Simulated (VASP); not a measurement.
# W3O (P4_2/mmc) in VASP: single point with PBEsol

Aim: the single point of W3O with PBEsol.

Program: VASP 6.6.1. These are calculated values, not measurements. Logs are shortened: lines on timing, memory, paths and dates and some standing lists are left out, and cuts for length are marked.

### 1 The cell of the first run

The structure is tetragonal, space group P4_2/mmc (No. 131). The conventional cell has a = 4.976 Å, b = 4.976 Å, c = 4.686 Å, α = 90.00°, β = 90.00°, γ = 90.00°. Within 3.3 Å of W (site symmetry m2m) lie 10 W at 2.49 to 3.02 Å and 4 O at 2.65 to 2.78 Å. Within 3.1 Å of W (site symmetry -4m2) lie 10 W at 2.34 to 3.02 Å and 4 O at 2.75 Å. Within 3.5 Å of O (site symmetry mmm) lie 12 W at 2.65 to 2.78 Å.

### 2 Single point, PBEsol (strain +0.030 along x and y, -0.030 along z)

File INCAR:

```
SYSTEM = W3O
PREC = Accurate
ENCUT = 520
EDIFF = 1E-7
ISMEAR = 0
SIGMA = 0.15
LREAL = .FALSE.
LASPH = .TRUE.
NELM = 60
ALGO = Normal
ISIF = 2
LWAVE = .FALSE.
LCHARG = .FALSE.
GGA = PS
NBANDS = 58
```

File KPOINTS:

```
regular mesh
0
G
  8 8 8
  0 0 0
```

File POSCAR:

```
W3O
1.0
    4.9762901560      0.0000000000      0.0000000000
    0.0000000000      4.9762901560      0.0000000000
    0.0000000000      0.0000000000      4.6864091760
W O
6 2
Direct
    0.5000000000      0.7500000000      0.0000000000
    0.0000000000      0.5000000000      0.7500000000
    0.2500000000      0.0000000000      0.5000000000
    0.5000000000      0.2500000000      0.0000000000
    0.0000000000      0.5000000000      0.2500000000
    0.7500000000      0.0000000000      0.5000000000
    0.5000000000      0.5000000000      0.5000000000
    0.0000000000      0.0000000000      0.0000000000
```

Potentials or basis: VASP PAW PBE potentials, release 64 (W_sv, O).

On the command line:

```sh
> cat potpaw_PBE.64/W_sv/POTCAR potpaw_PBE.64/O/POTCAR > POTCAR
> mpirun -np 1 vasp_std > vasp.out
```

OUTCAR:

```text
SYSTEM = W3O
   PREC = Accurate
   ENCUT = 520
   EDIFF = 1E-7
   ISMEAR = 0
   LREAL = .FALSE.
   LASPH = .TRUE.
   NELM = 60
   ISIF = 2
   GGA = PS

 ion  position               nearest neighbor table
   1  0.500  0.750  0.000-   4 2.49   4 2.49   7 2.65   7 2.65   3 2.93   6 2.93   6 2.93   3 2.93
                             2 3.02   5 3.02   2 3.02   5 3.02
   2  0.000  0.500  0.750-   5 2.34   5 2.34   4 3.02   1 3.02   6 3.02   3 3.02   3 3.02   6 3.02
                             1 3.02   4 3.02
   3  0.250  0.000  0.500-   6 2.49   6 2.49   8 2.65   8 2.65   1 2.93   4 2.93   1 2.93   4 2.93
                             2 3.02   2 3.02   5 3.02   5 3.02
   4  0.500  0.250  0.000-   1 2.49   1 2.49   7 2.65   7 2.65   3 2.93   6 2.93   6 2.93   3 2.93
                             2 3.02   5 3.02   2 3.02   5 3.02
   5  0.000  0.500  0.250-   2 2.34   2 2.34   3 3.02   4 3.02   6 3.02   1 3.02   3 3.02   6 3.02
                             1 3.02   4 3.02
   6  0.750  0.000  0.500-   3 2.49   3 2.49   8 2.65   8 2.65   1 2.93   4 2.93   4 2.93   1 2.93
                             5 3.02   2 3.02   5 3.02   2 3.02
   7  0.500  0.500  0.500-   1 2.65   4 2.65   1 2.65   4 2.65
   8  0.000  0.000  0.000-   3 2.65   6 2.65   3 2.65   6 2.65

  LATTYP: Found a simple tetragonal cell.
 ALAT       =     4.9762901560
 C/A-ratio  =     0.9417475728

  Lattice vectors:

 A1 = (   4.9762901560,   0.0000000000,   0.0000000000)
 A2 = (   0.0000000000,   4.9762901560,   0.0000000000)
 A3 = (   0.0000000000,   0.0000000000,   4.6864091760)

Analysis of symmetry for initial positions (statically):
=====================================================================
 Subroutine PRICEL returns:
 Original cell was already a primitive cell.

 Routine SETGRP: Setting up the symmetry group for a
 simple tetragonal supercell.

 Subroutine GETGRP returns: Found 16 space group operations
 (whereof  8 operations were pure point group operations)
 out of a pool of 16 trial point group operations.

The static configuration has the point symmetry D_2h.
 The point group associated with its full space group is D_4h.

Analysis of symmetry for dynamics (positions and initial velocities):
=====================================================================
 Subroutine PRICEL returns:
 Original cell was already a primitive cell.

 Routine SETGRP: Setting up the symmetry group for a
 simple tetragonal supercell.

 Subroutine GETGRP returns: Found 16 space group operations
 (whereof  8 operations were pure point group operations)
 out of a pool of 16 trial point group operations.

The dynamic configuration has the point symmetry D_2h.
 The point group associated with its full space group is D_4h.

 Subroutine INISYM returns: Found 16 space group operations
 (whereof  8 operations are pure point group operations),
 and found     1 'primitive' translations

----------------------------------------------------------------------------------------

                                     Primitive cell

  volume of cell :     116.0517

  direct lattice vectors                    reciprocal lattice vectors
     4.976290156  0.000000000  0.000000000     0.200952912  0.000000000  0.000000000
     0.000000000  4.976290156  0.000000000     0.000000000  0.200952912  0.000000000
     0.000000000  0.000000000  4.686409176     0.000000000  0.000000000  0.213382990

  length of vectors
     4.976290156  4.976290156  4.686409176     0.200952912  0.200952912  0.213382990

  position of ions in fractional coordinates (direct lattice)
     0.500000000  0.750000000  0.000000000
     0.000000000  0.500000000  0.750000000
     0.250000000  0.000000000  0.500000000
     0.500000000  0.250000000  0.000000000
     0.000000000  0.500000000  0.250000000
     0.750000000  0.000000000  0.500000000
     0.500000000  0.500000000  0.500000000
     0.000000000  0.000000000  0.000000000

  ion indices of the primitive-cell ions
   primitive index   ion index
                 1           1
                 2           2
                 3           3
                 4           4
                 5           5
                 6           6
                 7           7
                 8           8

----------------------------------------------------------------------------------------

 KPOINTS: regular mesh

Automatic generation of k-mesh.
 Grid dimensions read from file:
 generate k-points for:    8    8    8

 Generating k-lattice:

  Cartesian coordinates                     Fractional coordinates (reciprocal lattice)
     0.025119114  0.000000000  0.000000000     0.125000000  0.000000000  0.000000000
     0.000000000  0.025119114  0.000000000     0.000000000  0.125000000  0.000000000
     0.000000000  0.000000000  0.026672874     0.000000000  0.000000000  0.125000000

  Length of vectors
     0.025119114  0.025119114  0.026672874

  Shift w.r.t. Gamma in fractional coordinates (k-lattice)
     0.000000000  0.000000000  0.000000000

 Subroutine IBZKPT returns following result:
 ===========================================

 Found     75 irreducible k-points:

 Following reciprocal coordinates:
            Coordinates               Weight
  0.000000  0.000000  0.000000      1.000000
  0.125000  0.000000  0.000000      4.000000
  0.250000  0.000000  0.000000      4.000000
  0.375000  0.000000  0.000000      4.000000
  0.500000  0.000000  0.000000      2.000000
  0.125000  0.125000  0.000000      4.000000
[... 16 lines left out ...]
  0.375000  0.125000  0.125000     16.000000
  0.500000  0.125000  0.125000      8.000000
 [... further k-points ...]
   k-points           NKPTS =     75   k-points in BZ     NKDIM =     75   number of bands    NBANDS=     58
   number of dos      NEDOS =    301   number of ions     NIONS =      8
   total plane-waves  NPLWV =  57600
   dimension x,y,z NGX =    40 NGY =   40 NGZ =   36
   dimension x,y,z NGXF=    80 NGYF=   80 NGZF=   72
   ions per type =               6   2
   NGX,Y,Z   is equivalent  to a cutoff of  13.36, 13.36, 12.77 a.u.
   NGXF,Y,Z  is equivalent  to a cutoff of  26.73, 26.73, 25.54 a.u.
 SYSTEM =  W3O
   PREC   = accura    normal or accurate (medium, high low for compatibility)
   ISTART =      0    job   : 0-new  1-cont  2-samecut
   ICHARG =      2    charge: 1-file 2-atom 10-const
   ISPIN  =      1    spin polarized calculation?
   LNONCOLLINEAR =      F non collinear calculations
   LSORBIT =      F    spin-orbit coupling
   LASPH  =      T    aspherical Exc in radial PAW
   ENCUT  =  520.0 eV  38.22 Ry    6.18 a.u.   9.25  9.25  8.71*2*pi/ulx,y,z
   NELM   =     60;   NELMIN=  2; NELMDL= -5     # of ELM steps
   EDIFF  = 0.1E-06   stopping-criterion for ELM
   LREAL  =      F    real-space projection
   EDIFFG = 0.1E-05   stopping-criterion for IOM
   NSW    =      0    number of steps for IOM
   IBRION =     -1    ionic relax: 0-MD 1-quasi-New 2-CG
   NFREE  =      0    steps in history (QN), initial steepest desc. (CG)
   ISIF   =      2    stress and relaxation
   ISYM   =      2    0-nonsym 1-usesym 2-fastsym
   POTIM  = 0.5000    time-step for ionic-motion
   TEBEG  =    0.0;   TEEND  =   0.0 temperature during run
   PSTRESS=    0.0 pullay stress
   NELECT =      96.0000    total number of electrons
   NUPDOWN=      -1.0000    fix difference up-down
   EMIN   =  10.00;   EMAX   =-10.00  energy-range for DOS
   EFERMI =   0.00;   METHOD = LEGACY
   ISMEAR =     0;   SIGMA  =   0.15  broadening in eV -4-tet -1-fermi 0-gaus
   EFERMI_NEDOS =   21; number of points for ismear=-14 and -15
   IALGO  =     38    algorithm
   IMIX   =      4    mixing-type and parameters
     AMIX     =   0.40;   BMIX     =  1.00
     AMIX_MAG =   1.60;   BMIX_MAG =  1.00
  volume/ion in A,a.u.               =      14.51        97.89
  Fermi-wavevector in a.u.,A,eV,Ry     =   1.536791  2.904113 32.133226  2.361726
  Thomas-Fermi vector in A             =   2.643390
   LORBIT       =      0    0 simple, 1 ext, 2 COOP (PROOUT), +10 PAW based schemes
   GGA     = PS    functional components
   LHFCALC =     F    Hartree Fock is set to
   AEXX    =    0.0000 exact exchange contribution
   IVDW    =     0    specifies the selected vdW correction
   LEPSILON=     F    determine dielectric tensor
   LRPA    =     F    only Hartree local field effects (RPA)
 non-spin polarized calculation
 Gauss-broadening in eV      SIGMA  =   0.15
  energy-cutoff  :      520.00
  volume of cell :      116.05
 maximum number of plane-waves:      3148
 NGX is ok and might be reduce to    40
   NGX = 19   NGY = 19   NGZ = 17

 number of electron      96.0000016 magnetization

 Free energy of the ion-electron system (eV)
  ---------------------------------------------------
  ext. energy  EPLUGINS =         0.00000000
  ---------------------------------------------------
  free energy    TOTEN  =       -86.39684154 eV

  energy without entropy =      -86.31724754  energy(sigma->0) =      -86.35704454

 E-fermi :   9.6584     XC(G=0): -13.2409

 val. band max:        9.6560168700   @ k =   0.3750   0.2500   0.3750
 cond. band min:       9.6596315359   @ k =   0.5000   0.3750   0.5000
 fundamental gap:      0.0036146659
 Fermi energy:         9.6583736345

 k-point     1 :       0.0000    0.0000    0.0000
  band No.  band energies     occupation
      1     -64.5660      2.00000
      2     -64.4983      2.00000
      3     -64.4582      2.00000
      4     -64.2981      2.00000
      5     -64.2981      2.00000
      6     -64.1993      2.00000
[... 50 lines left out ...]
     57      13.2772      0.00000
     58      13.3007      0.00000

 k-point     2 :       0.1250    0.0000    0.0000
  band No.  band energies     occupation
      1     -64.5647      2.00000
      2     -64.4960      2.00000
      3     -64.4550      2.00000
      4     -64.3051      2.00000
      5     -64.2981      2.00000
      6     -64.1993      2.00000
[... 50 lines left out ...]
     57      13.1321      0.00000
     58      13.1984      0.00000
[... 1279 lines left out ...]
     57      12.2111      0.00000
     58      12.4812      0.00000

 k-point    24 :       0.5000    0.1250    0.1250
  band No.  band energies     occupation
      1     -64.5447      2.00000
      2     -64.4817      2.00000
      3     -64.3901      2.00000
      4     -64.3854      2.00000
      5     -64.3050      2.00000
      6     -64.2131      2.00000
[... 50 lines left out ...]
     57      12.1860      0.00000
     58      12.4141      0.00000

 [... further k-points ...]

------------------------ aborting loop because EDIFF is reached ----------------------------------------

  FORCE on cell =-STRESS in cart. coord.  units (eV):
  Direction    XX          YY          ZZ          XY          YZ          ZX
  --------------------------------------------------------------------------------------
  -------------------------------------------------------------------------------------
  Total       -6.0653166     -6.0653166     -0.4963614      0.0000000      0.0000000      0.0000000
  in kB      -83.7360490    -83.7360490     -6.8526248      0.0000000      0.0000000      0.0000000
  external PRESSURE =     -58.1082409 kB  Pullay stress =       0.0000000 kB

 VOLUME and BASIS-vectors are now :
 -----------------------------------------------------------------------------
  energy-cutoff  :      520.00
  volume of cell :      116.05
      direct lattice vectors                 reciprocal lattice vectors
     4.976290156  0.000000000  0.000000000     0.200952912  0.000000000  0.000000000
     0.000000000  4.976290156  0.000000000     0.000000000  0.200952912  0.000000000
     0.000000000  0.000000000  4.686409176     0.000000000  0.000000000  0.213382990

 POSITION                                       TOTAL-FORCE (eV/Angst)
 -----------------------------------------------------------------------------------
      2.48815      3.73222      0.00000        -0.000000      0.455729      0.000000
      0.00000      2.48815      3.51481        -0.000000     -0.000000     -0.000000
      1.24407      0.00000      2.34320         0.455729     -0.000000     -0.000000
      2.48815      1.24407      0.00000        -0.000000     -0.455729     -0.000000
      0.00000      2.48815      1.17160        -0.000000     -0.000000     -0.000000
      3.73222      0.00000      2.34320        -0.455729     -0.000000     -0.000000
      2.48815      2.48815      2.34320        -0.000000     -0.000000     -0.000000
      0.00000      0.00000      0.00000        -0.000000     -0.000000     -0.000000
 -----------------------------------------------------------------------------------
    total drift:                               -0.000000     -0.000000      0.000000

  FREE ENERGIE OF THE ION-ELECTRON SYSTEM (eV)
  ---------------------------------------------------
  free  energy   TOTEN  =       -86.3968415407 eV

  energy  without entropy=      -86.3172475427  energy(sigma->0) =      -86.35704454
```

It took 3.9 min on 1 thread of Intel Xeon 6975P-C (Granite Rapids), shared host; peak memory 0.47 GiB.

What came out:

| Property | Result |
| --- | --- |
| Free energy | -86.3968 eV |
| Pressure | -5.8 GPa |
| Largest force | 0.456 eV/Å |
| Band gap on the k mesh | zero (bands 48 and 49 overlap by 0.77 eV) |

Forces in eV/Å, atoms in the order of the input:
```
W    0.000  0.456  0.000
W    0.000  0.000  0.000
W    0.456  0.000  0.000
W    0.000 -0.456  0.000
W    0.000  0.000  0.000
W   -0.456  0.000  0.000
O    0.000  0.000  0.000
O    0.000  0.000  0.000
```

Levels at points of the mesh, in eV from the Fermi level:
```csv
k point,band 44,band 45,band 46,band 47,band 48,band 49,band 50,band 51,band 52,band 53
"(0.00, 0.00, 0.00)",-1.42,-1.24,-0.70,-0.11,-0.11,0.75,1.25,1.25,1.57,2.31
"(0.50, 0.00, 0.00)",-1.90,-1.06,-0.95,0.33,0.34,0.65,0.81,0.85,1.64,1.95
"(0.50, 0.50, 0.00)",-0.91,-0.91,-0.64,-0.64,-0.31,-0.31,-0.05,0.11,0.18,0.99
"(0.00, 0.00, 0.50)",-2.10,-0.60,-0.60,0.26,0.26,0.49,0.49,0.81,0.81,1.87
"(0.50, 0.00, 0.50)",-0.91,-0.72,-0.42,-0.35,-0.33,-0.19,0.03,0.20,0.23,0.94
"(0.50, 0.50, 0.50)",-1.10,-1.08,-1.08,-0.93,-0.93,-0.12,-0.12,0.46,0.46,0.72
```

Caveat: the cell differs from its parent crystal (strain +0.030 along x and y, -0.030 along z); the cell stands under tension; the PAW data sets were made with another functional, which shifts forces and pressure a little; spin-orbit coupling is left out, which moves the levels of the heavy elements.
